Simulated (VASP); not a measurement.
# HfO2 (Fm-3m) in VASP: a series of runs

Runs on HfO2. Level: PBE. Tasks: single point.

Everything below comes from runs of VASP 6.6.1. Logs are shortened: lines on timing, memory, paths and dates and some standing lists are left out, and cuts for length are marked.

### 1 The cell of the first run

Symmetry: Fm-3m, No. 225, cubic system. The conventional cell has a = 4.999 Å, b = 4.999 Å, c = 4.999 Å, α = 90.00°, β = 90.00°, γ = 90.00°. Within 2.9 Å of Hf (site symmetry m-3m) lie 8 O at 2.16 Å. Within 2.9 Å of O (site symmetry -43m) lie 4 Hf at 2.16 Å and 6 O at 2.50 Å.

### 2 Single point, PBE (strain -1.2%)

Input file INCAR:

```
PREC     = Accurate       # precision mode
ENCUT    = 520            # plane-wave cutoff, eV
EDIFF    = 1E-6           # SCF threshold, eV
ISMEAR   = -1             # smearing method
SIGMA    = 0.02           # smearing width, eV
LREAL    = False          # projectors in reciprocal space
LASPH    = True           # aspherical terms in the spheres
NELM     = 80             # most SCF steps
ALGO     = Normal         # electronic algorithm
ISIF     = 2              # what is computed and relaxed
LWAVE    = False          # write WAVECAR
LCHARG   = False          # write CHGCAR
GGA      = PE             # functional
NBANDS   = 18             # bands
```

Input file KPOINTS:

```
Automatic mesh
0
Gamma
  8 8 8
```

Input file POSCAR:

```
HfO2
1.0
    0.0000000000      2.4995908849      2.4995908849
    2.4995908849      0.0000000000      2.4995908849
    2.4995908849      2.4995908849      0.0000000000
Hf O
1 2
Direct
    0.0000000000      0.0000000000      0.0000000000
    0.2500000000      0.2500000000      0.2500000000
    0.7500000000      0.7500000000      0.7500000000
```

Potentials or basis: VASP PAW PBE potentials, release 64 (Hf_pv, O).

On the command line:

```bash
cat potpaw_PBE.64/Hf_pv/POTCAR potpaw_PBE.64/O/POTCAR > POTCAR
mpirun -np 1 vasp_std > vasp.out
```

OUTCAR:

```text
PREC = Accurate
   ENCUT = 520
   EDIFF = 1E-6
   ISMEAR = -1
   LREAL = False
   LASPH = True
   NELM = 80
   ISIF = 2
   GGA = PE

 ion  position               nearest neighbor table
   1  0.000  0.000  0.000-   3 2.16   3 2.16   3 2.16   2 2.16   3 2.16   2 2.16   2 2.16   2 2.16

   2  0.250  0.250  0.250-   1 2.16   1 2.16   1 2.16   1 2.16
   3  0.750  0.750  0.750-   1 2.16   1 2.16   1 2.16   1 2.16

  LATTYP: Found a face centered cubic cell.
 ALAT       =     4.9991817698

  Lattice vectors:

 A1 = (   0.0000000000,   2.4995908849,   2.4995908849)
 A2 = (   2.4995908849,   0.0000000000,   2.4995908849)
 A3 = (   2.4995908849,   2.4995908849,   0.0000000000)

Analysis of symmetry for initial positions (statically):
=====================================================================
 Subroutine PRICEL returns:
 Original cell was already a primitive cell.

 Routine SETGRP: Setting up the symmetry group for a
 face centered cubic supercell.

 Subroutine GETGRP returns: Found 48 space group operations
 (whereof 48 operations were pure point group operations)
 out of a pool of 48 trial point group operations.

The static configuration has the point symmetry O_h .

Analysis of symmetry for dynamics (positions and initial velocities):
=====================================================================
 Subroutine PRICEL returns:
 Original cell was already a primitive cell.

 Routine SETGRP: Setting up the symmetry group for a
 face centered cubic supercell.

 Subroutine GETGRP returns: Found 48 space group operations
 (whereof 48 operations were pure point group operations)
 out of a pool of 48 trial point group operations.

The dynamic configuration has the point symmetry O_h .

 Subroutine INISYM returns: Found 48 space group operations
 (whereof 48 operations are pure point group operations),
 and found     1 'primitive' translations

----------------------------------------------------------------------------------------

                                     Primitive cell

  volume of cell :      31.2347

  direct lattice vectors                    reciprocal lattice vectors
     0.000000000  2.499590885  2.499590885    -0.200032735  0.200032735  0.200032735
     2.499590885  0.000000000  2.499590885     0.200032735 -0.200032735  0.200032735
     2.499590885  2.499590885  0.000000000     0.200032735  0.200032735 -0.200032735

  length of vectors
     3.534955330  3.534955330  3.534955330     0.346466859  0.346466859  0.346466859

  position of ions in fractional coordinates (direct lattice)
     0.000000000  0.000000000  0.000000000
     0.250000000  0.250000000  0.250000000
     0.750000000  0.750000000  0.750000000

  ion indices of the primitive-cell ions
   primitive index   ion index
                 1           1
                 2           2
                 3           3

----------------------------------------------------------------------------------------

 KPOINTS: Automatic mesh

Automatic generation of k-mesh.
 Grid dimensions read from file:
 generate k-points for:    8    8    8

 Generating k-lattice:

  Cartesian coordinates                     Fractional coordinates (reciprocal lattice)
    -0.025004092  0.025004092  0.025004092     0.125000000  0.000000000  0.000000000
     0.025004092 -0.025004092  0.025004092     0.000000000  0.125000000  0.000000000
     0.025004092  0.025004092 -0.025004092     0.000000000  0.000000000  0.125000000

  Length of vectors
     0.043308357  0.043308357  0.043308357

  Shift w.r.t. Gamma in fractional coordinates (k-lattice)
     0.000000000  0.000000000  0.000000000

 Subroutine IBZKPT returns following result:
 ===========================================

 Found     29 irreducible k-points:

 Following reciprocal coordinates:
            Coordinates               Weight
  0.000000  0.000000  0.000000      1.000000
  0.125000  0.000000  0.000000      8.000000
  0.250000  0.000000  0.000000      8.000000
  0.375000  0.000000  0.000000      8.000000
  0.500000  0.000000  0.000000      4.000000
  0.125000  0.125000  0.000000      6.000000
[... 16 lines left out ...]
  0.500000  0.250000  0.125000     48.000000
 -0.375000  0.250000  0.125000     24.000000
 [... further k-points ...]
   k-points           NKPTS =     29   k-points in BZ     NKDIM =     29   number of bands    NBANDS=     18
   number of dos      NEDOS =    301   number of ions     NIONS =      3
   total plane-waves  NPLWV =  21952
   dimension x,y,z NGX =    28 NGY =   28 NGZ =   28
   dimension x,y,z NGXF=    56 NGYF=   56 NGZF=   56
   ions per type =               1   2
   NGX,Y,Z   is equivalent  to a cutoff of  13.17, 13.17, 13.17 a.u.
   NGXF,Y,Z  is equivalent  to a cutoff of  26.34, 26.34, 26.34 a.u.
 SYSTEM =  unknown system
   PREC   = accura    normal or accurate (medium, high low for compatibility)
   ISTART =      0    job   : 0-new  1-cont  2-samecut
   ICHARG =      2    charge: 1-file 2-atom 10-const
   ISPIN  =      1    spin polarized calculation?
   LNONCOLLINEAR =      F non collinear calculations
   LSORBIT =      F    spin-orbit coupling
   LASPH  =      T    aspherical Exc in radial PAW
   ENCUT  =  520.0 eV  38.22 Ry    6.18 a.u.   6.57  6.57  6.57*2*pi/ulx,y,z
   NELM   =     80;   NELMIN=  2; NELMDL= -5     # of ELM steps
   EDIFF  = 0.1E-05   stopping-criterion for ELM
   LREAL  =      F    real-space projection
   EDIFFG = 0.1E-04   stopping-criterion for IOM
   NSW    =      0    number of steps for IOM
   IBRION =     -1    ionic relax: 0-MD 1-quasi-New 2-CG
   NFREE  =      0    steps in history (QN), initial steepest desc. (CG)
   ISIF   =      2    stress and relaxation
   ISYM   =      2    0-nonsym 1-usesym 2-fastsym
   POTIM  = 0.5000    time-step for ionic-motion
   TEBEG  =    0.0;   TEEND  =   0.0 temperature during run
   PSTRESS=    0.0 pullay stress
   NELECT =      22.0000    total number of electrons
   NUPDOWN=      -1.0000    fix difference up-down
   EMIN   =  10.00;   EMAX   =-10.00  energy-range for DOS
   EFERMI =   0.00;   METHOD = LEGACY
   ISMEAR =    -1;   SIGMA  =   0.02  broadening in eV -4-tet -1-fermi 0-gaus
   EFERMI_NEDOS =   21; number of points for ismear=-14 and -15
   IALGO  =     38    algorithm
   IMIX   =      4    mixing-type and parameters
     AMIX     =   0.40;   BMIX     =  1.00
     AMIX_MAG =   1.60;   BMIX_MAG =  1.00
  volume/ion in A,a.u.               =      10.41        70.26
  Fermi-wavevector in a.u.,A,eV,Ry     =   1.456588  2.752553 28.866790  2.121649
  Thomas-Fermi vector in A             =   2.573489
   LORBIT       =      0    0 simple, 1 ext, 2 COOP (PROOUT), +10 PAW based schemes
   GGA     = PE    functional components
   LHFCALC =     F    Hartree Fock is set to
   AEXX    =    0.0000 exact exchange contribution
   IVDW    =     0    specifies the selected vdW correction
   LEPSILON=     F    determine dielectric tensor
   LRPA    =     F    only Hartree local field effects (RPA)
 non-spin polarized calculation
  energy-cutoff  :      520.00
  volume of cell :       31.23
 maximum number of plane-waves:       869
 NGX is ok and might be reduce to    28
   NGX = 13   NGY = 13   NGZ = 13

 number of electron      22.0000000 magnetization

 Free energy of the ion-electron system (eV)
  ---------------------------------------------------
  ext. energy  EPLUGINS =         0.00000000
  ---------------------------------------------------
  free energy    TOTEN  =       -30.19562532 eV

  energy without entropy =      -30.19562532  energy(sigma->0) =      -30.19562532

 E-fermi :   5.0402     XC(G=0): -12.0662

 val. band max:        4.6467284664   @ k =   0.5000   0.5000   0.0000
 cond. band min:       8.5622441248   @ k =   0.5000   0.5000   0.0000
 fundamental gap:      3.9155156584
 Fermi energy:         5.0402428671

 k-point     1 :       0.0000    0.0000    0.0000
  band No.  band energies     occupation
      1     -24.8470      2.00000
      2     -24.8470      2.00000
      3     -24.8470      2.00000
      4     -14.3535      2.00000
      5     -11.1054      2.00000
      6      -0.9608      2.00000
[... 10 lines left out ...]
     17      15.6124      0.00000
     18      18.6609      0.00000

 k-point     2 :       0.1250    0.0000    0.0000
  band No.  band energies     occupation
      1     -24.9303      2.00000
      2     -24.8558      2.00000
      3     -24.8558      2.00000
      4     -14.1217      2.00000
      5     -11.2932      2.00000
      6      -0.8020      2.00000
[... 10 lines left out ...]
     17      15.3205      0.00000
     18      18.3701      0.00000

 k-point     3 :       0.2500    0.0000    0.0000
  band No.  band energies     occupation
      1     -25.1219      2.00000
      2     -24.8771      2.00000
      3     -24.8771      2.00000
      4     -13.5826      2.00000
      5     -11.6584      2.00000
      6      -0.4116      2.00000
[... 10 lines left out ...]
     17      14.8048      0.00000
     18      17.7656      0.00000

 k-point     4 :       0.3750    0.0000    0.0000
  band No.  band energies     occupation
      1     -25.3018      2.00000
      2     -24.8981      2.00000
      3     -24.8981      2.00000
      4     -13.1530      2.00000
      5     -11.8252      2.00000
      6      -0.0287      2.00000
[... 10 lines left out ...]
     17      14.5320      0.00000
     18      17.4083      0.00000

 k-point     5 :       0.5000    0.0000    0.0000
  band No.  band energies     occupation
      1     -25.3732      2.00000
      2     -24.9068      2.00000
      3     -24.9068      2.00000
      4     -13.0579      2.00000
      5     -11.7851      2.00000
      6       0.1168      2.00000
[... 10 lines left out ...]
     17      14.4917      0.00000
     18      17.8236      0.00000

 k-point     6 :       0.1250    0.1250    0.0000
  band No.  band energies     occupation
      1     -24.9375      2.00000
      2     -24.8689      2.00000
      3     -24.8689      2.00000
      4     -14.0398      2.00000
      5     -11.3573      2.00000
      6      -0.7756      2.00000
[... 10 lines left out ...]
     17      15.2663      0.00000
     18      18.3464      0.00000

 k-point     7 :       0.2500    0.1250    0.0000
  band No.  band energies     occupation
      1     -25.0792      2.00000
      2     -24.8932      2.00000
      3     -24.8921      2.00000
      4     -13.5833      2.00000
      5     -11.6709      2.00000
      6      -0.4767      2.00000
[... 10 lines left out ...]
     17      14.9032      0.00000
     18      18.2183      0.00000

 k-point     8 :       0.3750    0.1250    0.0000
  band No.  band energies     occupation
      1     -25.2469      2.00000
      2     -24.9284      2.00000
      3     -24.9142      2.00000
      4     -13.0802      2.00000
      5     -11.9133      2.00000
      6      -0.1427      2.00000
[... 10 lines left out ...]
     17      15.1388      0.00000
     18      17.7626      0.00000
[... 229 lines left out ...]
     17      17.1763      0.00000
     18      18.3700      0.00000

 k-point    20 :      -0.3750    0.3750    0.0000
  band No.  band energies     occupation
      1     -25.2942      2.00000
      2     -25.1261      2.00000
      3     -24.9667      2.00000
      4     -12.4166      2.00000
      5     -12.0673      2.00000
      6      -1.4009      2.00000
[... 10 lines left out ...]
     17      17.6062      0.00000
     18      18.3504      0.00000

 k-point    21 :       0.5000    0.5000    0.0000
  band No.  band energies     occupation
      1     -25.4041      2.00000
      2     -24.9953      2.00000
      3     -24.9953      2.00000
      4     -12.5134      2.00000
      5     -11.9459      2.00000
      6      -2.0995      2.00000
[... 10 lines left out ...]
     17      18.3533      0.00000
     18      18.4143      0.00000

 k-point    22 :       0.3750    0.2500    0.1250
  band No.  band energies     occupation
      1     -25.1799      2.00000
      2     -24.9641      2.00000
      3     -24.9044      2.00000
      4     -13.1102      2.00000
      5     -11.9408      2.00000
      6      -0.3893      2.00000
[... 10 lines left out ...]
     17      14.9489      0.00000
     18      18.2719      0.00000

 k-point    23 :       0.5000    0.2500    0.1250
  band No.  band energies     occupation
      1     -25.2675      2.00000
      2     -25.0319      2.00000
      3     -24.9284      2.00000
      4     -12.7111      2.00000
      5     -12.0728      2.00000
      6      -0.3895      2.00000
[... 10 lines left out ...]
     17      15.7918      0.00000
     18      18.2135      0.00000

 k-point    24 :      -0.3750    0.2500    0.1250
  band No.  band energies     occupation
      1     -25.3015      2.00000
      2     -25.0592      2.00000
      3     -24.9403      2.00000
      4     -12.6461      2.00000
      5     -12.0073      2.00000
      6      -0.3901      2.00000
[... 10 lines left out ...]
     17      15.9121      0.00000
     18      18.2366      0.00000

 [... further k-points ...]
[... 5 lines left out ...]
  --------------------------------------------------------------------------------------
  -------------------------------------------------------------------------------------
  Total        2.3557811      2.3557811      2.3557811      0.0000000      0.0000000     -0.0000000
  in kB      120.8394470    120.8394470    120.8394470      0.0000000      0.0000000     -0.0000000
  external PRESSURE =     120.8394470 kB  Pullay stress =       0.0000000 kB

 VOLUME and BASIS-vectors are now :
 -----------------------------------------------------------------------------
  energy-cutoff  :      520.00
  volume of cell :       31.23
      direct lattice vectors                 reciprocal lattice vectors
     0.000000000  2.499590885  2.499590885    -0.200032735  0.200032735  0.200032735
     2.499590885  0.000000000  2.499590885     0.200032735 -0.200032735  0.200032735
     2.499590885  2.499590885  0.000000000     0.200032735  0.200032735 -0.200032735

 POSITION                                       TOTAL-FORCE (eV/Angst)
 -----------------------------------------------------------------------------------
      0.00000      0.00000      0.00000        -0.000000      0.000000      0.000000
      1.24980      1.24980      1.24980        -0.000000      0.000000     -0.000000
      3.74939      3.74939      3.74939         0.000000     -0.000000      0.000000
 -----------------------------------------------------------------------------------
    total drift:                                0.000000      0.000000      0.000000

  FREE ENERGIE OF THE ION-ELECTRON SYSTEM (eV)
  ---------------------------------------------------
  free  energy   TOTEN  =       -30.1956253184 eV

  energy  without entropy=      -30.1956253184  energy(sigma->0) =      -30.19562532
```

Wall time 16 s (1 thread of Intel Xeon Platinum 8259CL at 2.50GHz (Skylake/Cascade Lake), shared host); peak memory 0.16 GiB.

What came out:

```yaml
Free_energy: -30.1956 eV
Pressure: 12.1 GPa
Band_gap_on_the_k_mesh: 3.92 eV, direct
```

Levels at points of the mesh, in eV from the valence-band top:
| k point | band 8 | band 9 | band 10 | band 11 | band 12 | band 13 | band 14 | band 15 |
| --- | --- | --- | --- | --- | --- | --- | --- | --- |
| (0.00, 0.00, 0.00) | -5.61 | -0.63 | -0.63 | -0.63 | 3.98 | 3.98 | 6.18 | 10.97 |
| (0.50, 0.00, 0.00) | -3.11 | -2.82 | -1.88 | -1.88 | 4.77 | 4.77 | 7.39 | 9.20 |
| (0.50, 0.50, 0.00) | -3.56 | -1.60 | -1.60 | 0.00 | 3.92 | 5.73 | 7.03 | 8.54 |

Caveat: the cell differs from its parent crystal (strain -1.2%); spin-orbit coupling is left out, which moves the levels of the heavy elements. A k mesh can miss the band edges.

### 3 Single point, PBE

This run uses another cell than the first one, of 10.79 Å³/atom, 1.036 times its volume.

Input file INCAR:

```
SYSTEM = HfO2
PREC = Accurate ; ENCUT = 520
EDIFF = 1E-6 ; ISMEAR = -1
SIGMA = 0.02 ; LREAL = .False.
LASPH = .True. ; NELM = 60
ALGO = Normal ; ISIF = 2
LWAVE = .False. ; LCHARG = .False.
GGA = PE ; NBANDS = 18
```

Input file KPOINTS:

```
Automatic mesh
0
Gamma
  8 8 8
  0 0 0
```

Input file POSCAR:

```
HfO2
1.0
    0.0000000000      2.5291823181      2.5291823181
    2.5291823181      0.0000000000      2.5291823181
    2.5291823181      2.5291823181      0.0000000000
Hf O
1 2
Direct
    0.0000000000      0.0000000000      0.0000000000
    0.2500000000      0.2500000000      0.2500000000
    0.7500000000      0.7500000000      0.7500000000
```

Potentials or basis: VASP PAW PBE potentials, release 64 (Hf_pv, O).

On the command line:

```bash
cat potpaw_PBE.64/Hf_pv/POTCAR potpaw_PBE.64/O/POTCAR > POTCAR
mpirun -np 1 vasp_std > vasp.out
```

It took 22 s on 1 thread of Intel Xeon Platinum 8259CL at 2.50GHz (Skylake/Cascade Lake), shared host; peak memory 0.16 GiB.

It converged, with:

| Quantity | Value |
| --- | --- |
| Free energy | -30.2461 eV |
| Pressure | 2.1 GPa |
| Band gap on the k mesh | 3.82 eV, direct |

Levels at points of the mesh, in eV from the valence-band top:
```csv
k point,band 9,band 10,band 11,band 12,band 13,band 14
"(0.00, 0.00, 0.00)",-0.61,-0.61,-0.61,3.90,3.90,5.89
"(0.50, 0.00, 0.00)",-2.74,-1.84,-1.84,4.63,4.63,7.05
"(0.50, 0.50, 0.00)",-1.54,-1.54,0.00,3.82,5.54,6.70
```

Caveat: spin-orbit coupling is left out, which moves the levels of the heavy elements.
